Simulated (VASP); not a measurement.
BPd4, 5 atoms in the cell. Symmetry: Pmm2, No. 25, orthorhombic system. The conventional cell has a = 2.892 Å, b = 4.365 Å, c = 5.856 Å, α = 90.00°, β = 90.00°, γ = 90.00°. B (site symmetry mm2) has 5 Pd at 1.96 to 2.18 Å within 2.6 Å. Within 3.1 Å of Pd (site symmetry mm2) lie 2 B at 2.18 Å and 10 Pd at 2.89 to 3.07 Å. Within 3.6 Å of Pd (site symmetry mm2) lie 12 Pd at 2.73 to 3.47 Å. Pd (site symmetry mm2) has 2 B at 2.03 Å and 10 Pd at 2.77 to 2.99 Å within 3.0 Å. Within 2.6 Å of Pd (site symmetry mm2) lie 1 B at 1.96 Å. 

```yaml
Program: VASP 6.6.1
Task: single point
Functional: PBE
Potentials_or_basis: VASP PAW PBE potentials, release 64 (B, Pd)
Cutoff: 520 eV
k_mesh: 6 × 4 × 4
Occupations: gaussian, width 0.1 eV
Spin: no spin polarisation
Dipole_correction: no
Further_INCAR_settings: ALGO = Normal; EDIFF = 1e-06; NBANDS = 30
```

Potentials or basis: VASP PAW PBE potentials, release 64 (B, Pd).

The run is started by

```bash
$ cat potpaw_PBE.64/B/POTCAR potpaw_PBE.64/Pd/POTCAR > POTCAR
$ mpirun -np 1 vasp_std > vasp.out
```

Hardware: 1 thread of Intel(R) Xeon(R) 6975P-C (Granite Rapids), with other jobs on the host.

Problem. How long does it take, and how much memory?

Solution. Run time: 29 s on 1 thread of Intel(R) Xeon(R) 6975P-C (Granite Rapids), with other jobs on the host, peak memory 0.21 GiB. Counts: scf iterations 15, k points 36.
